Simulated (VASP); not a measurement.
# V (P6_3/mmc) in VASP: relaxation of cell and atoms with PBEsol

Aim: the relaxation of cell and atoms of V with PBEsol.

All numbers are computed with VASP 6.6.1; they aren't measurements. Logs are shortened: lines on timing, memory, paths and dates and some standing lists are left out, and cuts for length are marked.

### Step 1. The cell of the first run

The structure is hexagonal, space group P6_3/mmc (No. 194). The conventional cell has a = 4.152 Å, b = 4.152 Å, c = 4.058 Å, α = 90.00°, β = 90.00°, γ = 120.00°. Within 2.7 Å of V (site symmetry -6m2) lie 5 V at 2.03 to 2.40 Å. V (site symmetry -6m2) has 15 V at 2.40 to 3.14 Å within 3.2 Å.

This isn't the form of V at room conditions, which is bcc.

### Step 2. Relaxation of cell and atoms, PBEsol

Input file INCAR:

```
PREC = Accurate
ENCUT = 600
EDIFF = 1E-6
ISMEAR = 0
SIGMA = 0.1
LREAL = False
LASPH = True
NELM = 100
ALGO = Normal
ISIF = 3
LWAVE = False
LCHARG = False
GGA = PS
IBRION = 2
NSW = 100
EDIFFG = -0.01
```

Input file KPOINTS:

```
Automatic mesh
0
Gamma
  15 15 12
```

Input file POSCAR:

```
V
1.0
    4.1520673832      0.0000000000      0.0000000000
   -2.0760336916      3.5957958321      0.0000000000
    0.0000000000      0.0000000000      4.0580266658
V
4
Direct
    0.0000000000      0.0000000000      0.2500000000
    0.0000000000      0.0000000000      0.7500000000
    0.3333333333      0.6666666667      0.7500000000
    0.6666666667      0.3333333333      0.2500000000
```

Potentials or basis: VASP PAW PBE potentials, release 64 (V_sv).

The run is started by

```
$ cat potpaw_PBE.64/V_sv/POTCAR > POTCAR
$ mpirun -np 1 vasp_std > vasp.out
```

OUTCAR:

```text
PREC = Accurate
   ENCUT = 600
   EDIFF = 1E-6
   ISMEAR = 0
   LREAL = False
   LASPH = True
   NELM = 100
   ISIF = 3
   GGA = PS
   IBRION = 2
   NSW = 100
   EDIFFG = -0.01

 ion  position               nearest neighbor table
   1  0.000  0.000  0.250-   2 2.03   2 2.03   4 2.40   4 2.40   4 2.40
   2  0.000  0.000  0.750-   1 2.03   1 2.03   3 2.40   3 2.40   3 2.40
   3  0.333  0.667  0.750-   2 2.40   2 2.40   2 2.40
   4  0.667  0.333  0.250-   1 2.40   1 2.40   1 2.40

  LATTYP: Found a hexagonal cell.
 ALAT       =     4.1520673832
 C/A-ratio  =     0.9773508692

  Lattice vectors:

 A1 = (   4.1520673832,   0.0000000000,   0.0000000000)
 A2 = (  -2.0760336916,   3.5957958321,   0.0000000000)
 A3 = (   0.0000000000,   0.0000000000,   4.0580266658)

Analysis of symmetry for initial positions (statically):
=====================================================================
 Subroutine PRICEL returns:
 Original cell was already a primitive cell.

 Routine SETGRP: Setting up the symmetry group for a
 hexagonal supercell.

 Subroutine GETGRP returns: Found 24 space group operations
 (whereof 12 operations were pure point group operations)
 out of a pool of 24 trial point group operations.

The static configuration has the point symmetry D_3d.
 The point group associated with its full space group is D_6h.

Analysis of symmetry for dynamics (positions and initial velocities):
=====================================================================
 Subroutine PRICEL returns:
 Original cell was already a primitive cell.

 Routine SETGRP: Setting up the symmetry group for a
 hexagonal supercell.

 Subroutine GETGRP returns: Found 24 space group operations
 (whereof 12 operations were pure point group operations)
 out of a pool of 24 trial point group operations.

The dynamic configuration has the point symmetry D_3d.
 The point group associated with its full space group is D_6h.

 Subroutine INISYM returns: Found 24 space group operations
 (whereof 12 operations are pure point group operations),
 and found     1 'primitive' translations

----------------------------------------------------------------------------------------

                                     Primitive cell

  volume of cell :      60.5863

  direct lattice vectors                    reciprocal lattice vectors
     4.152067383  0.000000000  0.000000000     0.240843876  0.139051276  0.000000000
    -2.076033692  3.595795832  0.000000000     0.000000000  0.278102553  0.000000000
     0.000000000  0.000000000  4.058026666     0.000000000  0.000000000  0.246425192

  length of vectors
     4.152067383  4.152067383  4.058026666     0.278102553  0.278102553  0.246425192

  position of ions in fractional coordinates (direct lattice)
     0.000000000  0.000000000  0.250000000
     0.000000000  0.000000000  0.750000000
     0.333333333  0.666666667  0.750000000
     0.666666667  0.333333333  0.250000000

  ion indices of the primitive-cell ions
   primitive index   ion index
                 1           1
                 2           2
                 3           3
                 4           4

----------------------------------------------------------------------------------------

 KPOINTS: Automatic mesh

Automatic generation of k-mesh.
 Grid dimensions read from file:
 generate k-points for:   15   15   12

 Generating k-lattice:

  Cartesian coordinates                     Fractional coordinates (reciprocal lattice)
     0.016056258  0.009270085  0.000000000     0.066666667  0.000000000  0.000000000
     0.000000000  0.018540170  0.000000000     0.000000000  0.066666667  0.000000000
     0.000000000  0.000000000  0.020535433     0.000000000  0.000000000  0.083333333

  Length of vectors
     0.018540170  0.018540170  0.020535433

  Shift w.r.t. Gamma in fractional coordinates (k-lattice)
     0.000000000  0.000000000  0.000000000

 Subroutine IBZKPT returns following result:
 ===========================================

 Found    189 irreducible k-points:

 Following reciprocal coordinates:
            Coordinates               Weight
  0.000000  0.000000  0.000000      1.000000
  0.066667  0.000000  0.000000      6.000000
  0.133333  0.000000  0.000000      6.000000
  0.200000 -0.000000  0.000000      6.000000
  0.266667  0.000000  0.000000      6.000000
  0.333333  0.000000  0.000000      6.000000
[... 16 lines left out ...]
  0.333333  0.200000  0.000000     12.000000
  0.400000  0.200000  0.000000      6.000000
 [... further k-points ...]
   k-points           NKPTS =    189   k-points in BZ     NKDIM =    189   number of bands    NBANDS=     31
   number of dos      NEDOS =    301   number of ions     NIONS =      4
   total plane-waves  NPLWV =  41472
   dimension x,y,z NGX =    36 NGY =   36 NGZ =   32
   dimension x,y,z NGXF=    72 NGYF=   72 NGZF=   64
   ions per type =               4
   NGX,Y,Z   is equivalent  to a cutoff of  14.41, 14.41, 13.11 a.u.
   NGXF,Y,Z  is equivalent  to a cutoff of  28.83, 28.83, 26.22 a.u.
 SYSTEM =  unknown system
   PREC   = accura    normal or accurate (medium, high low for compatibility)
   ISTART =      0    job   : 0-new  1-cont  2-samecut
   ICHARG =      2    charge: 1-file 2-atom 10-const
   ISPIN  =      1    spin polarized calculation?
   LNONCOLLINEAR =      F non collinear calculations
   LSORBIT =      F    spin-orbit coupling
   LASPH  =      T    aspherical Exc in radial PAW
   ENCUT  =  600.0 eV  44.10 Ry    6.64 a.u.   8.29  8.29  8.10*2*pi/ulx,y,z
   NELM   =    100;   NELMIN=  2; NELMDL= -5     # of ELM steps
   EDIFF  = 0.1E-05   stopping-criterion for ELM
   LREAL  =      F    real-space projection
   EDIFFG = -.1E-01   stopping-criterion for IOM
   NSW    =    100    number of steps for IOM
   IBRION =      2    ionic relax: 0-MD 1-quasi-New 2-CG
   NFREE  =      1    steps in history (QN), initial steepest desc. (CG)
   ISIF   =      3    stress and relaxation
   ISYM   =      2    0-nonsym 1-usesym 2-fastsym
   POTIM  = 0.5000    time-step for ionic-motion
   TEBEG  =    0.0;   TEEND  =   0.0 temperature during run
   PSTRESS=    0.0 pullay stress
   NELECT =      52.0000    total number of electrons
   NUPDOWN=      -1.0000    fix difference up-down
   EMIN   =  10.00;   EMAX   =-10.00  energy-range for DOS
   EFERMI =   0.00;   METHOD = LEGACY
   ISMEAR =     0;   SIGMA  =   0.10  broadening in eV -4-tet -1-fermi 0-gaus
   EFERMI_NEDOS =   21; number of points for ismear=-14 and -15
   IALGO  =     38    algorithm
   IMIX   =      4    mixing-type and parameters
     AMIX     =   0.40;   BMIX     =  1.00
     AMIX_MAG =   1.60;   BMIX_MAG =  1.00
  volume/ion in A,a.u.               =      15.15       102.21
  Fermi-wavevector in a.u.,A,eV,Ry     =   1.555791  2.940018 32.932694  2.420485
  Thomas-Fermi vector in A             =   2.659681
   LORBIT       =      0    0 simple, 1 ext, 2 COOP (PROOUT), +10 PAW based schemes
   GGA     = PS    functional components
   LHFCALC =     F    Hartree Fock is set to
   AEXX    =    0.0000 exact exchange contribution
   IVDW    =     0    specifies the selected vdW correction
   LEPSILON=     F    determine dielectric tensor
   LRPA    =     F    only Hartree local field effects (RPA)
 conjugate gradient relaxation of ions
 non-spin polarized calculation
 Gauss-broadening in eV      SIGMA  =   0.10
  energy-cutoff  :      600.00
  volume of cell :       60.59
 maximum number of plane-waves:      2063
 NGX is ok and might be reduce to    36
   NGX = 17   NGY = 17   NGZ = 17

--------------------------------------- Ionic step        1  -------------------------------------------

 number of electron      51.9999984 magnetization

 Free energy of the ion-electron system (eV)
  ---------------------------------------------------
  ext. energy  EPLUGINS =         0.00000000
  ---------------------------------------------------
  free energy    TOTEN  =       -33.85839307 eV

  energy without entropy =      -33.82587829  energy(sigma->0) =      -33.84213568

------------------------ aborting loop because EDIFF is reached ----------------------------------------

  FORCE on cell =-STRESS in cart. coord.  units (eV):
  Direction    XX          YY          ZZ          XY          YZ          ZX
  --------------------------------------------------------------------------------------
  -------------------------------------------------------------------------------------
  Total       -0.1527859     -0.1527859      1.5445123      0.0000000      0.0000000      0.0000000
  in kB       -4.0403551     -4.0403551     40.8439410      0.0000000      0.0000000      0.0000000
  external PRESSURE =      10.9210769 kB  Pullay stress =       0.0000000 kB
[... 137 lines left out ...]
  energy  without entropy=      -33.8392476697  energy(sigma->0) =      -33.85681069

--------------------------------------- Ionic step        5  -------------------------------------------

 number of electron      52.0000027 magnetization

 Free energy of the ion-electron system (eV)
  ---------------------------------------------------
  ext. energy  EPLUGINS =         0.00000000
  ---------------------------------------------------
  free energy    TOTEN  =       -33.87441272 eV

  energy without entropy =      -33.83921770  energy(sigma->0) =      -33.85681521

 E-fermi :   8.1632     XC(G=0): -12.2030

 val. band max:        8.1615834189   @ k =   0.3333   0.2667   0.4167
 cond. band min:       8.1640867548   @ k =   0.2667   0.1333   0.3333
 fundamental gap:      0.0025033359
 Fermi energy:         8.1631566835

 k-point     1 :       0.0000    0.0000    0.0000
  band No.  band energies     occupation
      1     -55.6667      2.00000
      2     -55.5852      2.00000
      3     -55.2088      2.00000
      4     -54.4474      2.00000
      5     -30.9377      2.00000
      6     -29.7573      2.00000
[... 805 lines left out ...]
     30       9.7304      0.00000
     31       9.7380      0.00000

 [... further k-points ...]

------------------------ aborting loop because EDIFF is reached ----------------------------------------

  FORCE on cell =-STRESS in cart. coord.  units (eV):
  Direction    XX          YY          ZZ          XY          YZ          ZX
  --------------------------------------------------------------------------------------
  -------------------------------------------------------------------------------------
  Total       -0.0043740     -0.0043740      0.0319163      0.0000000     -0.0000000      0.0000000
  in kB       -0.1152286     -0.1152286      0.8408038      0.0000000     -0.0000000      0.0000000
  external PRESSURE =       0.2034489 kB  Pullay stress =       0.0000000 kB
[... 19 lines left out ...]
  FREE ENERGIE OF THE ION-ELECTRON SYSTEM (eV)
  ---------------------------------------------------
  free  energy   TOTEN  =       -33.8744127215 eV

  energy  without entropy=      -33.8392177020  energy(sigma->0) =      -33.85681521

 reached required accuracy - stopping structural energy minimisation
```

Wall time 9.6 min (1 thread of Intel Xeon 6975P-C (Granite Rapids), shared host); peak memory 0.44 GiB.

What came out:

```
Free energy                           : -33.8744 eV
Relaxed volume                        : 15.20 Å³/atom
Relaxed cell                          : a = 4.119 Å, b = 4.119 Å, c = 4.139 Å, α = 90.00°, β = 90.00°, γ = 120.00°
Space group after relaxing (to 0.1 Å) : P6_3/mmc (No. 194)
Energy gained by relaxing             : 4.0 meV/atom
Ionic steps                           : 5
Pressure after relaxing               : 0.0 GPa
Band gap on the k mesh                : zero (bands 26 and 27 overlap by 0.59 eV)
```

Stress tensor (GPa, compression positive):
```
-0.01  0.00  0.00
 0.00 -0.01  0.00
 0.00  0.00  0.08
```

Step by step:
| step | energy change (eV) | largest force (eV/Å) | pressure (GPa) | volume (Å³) |
| --- | --- | --- | --- | --- |
| 1 | 0.0000 | 0.0000 | 1.09 | 60.59 |
| 2 | -0.0125 | 0.0000 | -1.26 | 61.49 |
| 3 | -0.0126 | 0.0000 | -1.06 | 61.40 |
| 4 | -0.0160 | 0.0000 | 0.16 | 60.75 |
| 5 | -0.0160 | 0.0000 | 0.02 | 60.82 |

Final structure:
```cif
data_structure
_symmetry_space_group_name_H-M 'P 1'
_symmetry_Int_Tables_number 1
_cell_length_a 4.1191
_cell_length_b 4.1191
_cell_length_c 4.1390
_cell_angle_alpha 90.000
_cell_angle_beta 90.000
_cell_angle_gamma 120.000
_cell_volume 60.82
loop_
_atom_site_label
_atom_site_type_symbol
_atom_site_fract_x
_atom_site_fract_y
_atom_site_fract_z
_atom_site_occupancy
V1 V 0.00000 0.00000 0.25000 1
V2 V 0.00000 0.00000 0.75000 1
V3 V 0.33333 0.66667 0.75000 1
V4 V 0.66667 0.33333 0.25000 1
```

Caveat: atoms lie so close that the PAW spheres overlap strongly, which falsifies energies and pressures; the PAW data sets were made with another functional, which shifts forces and pressure a little.
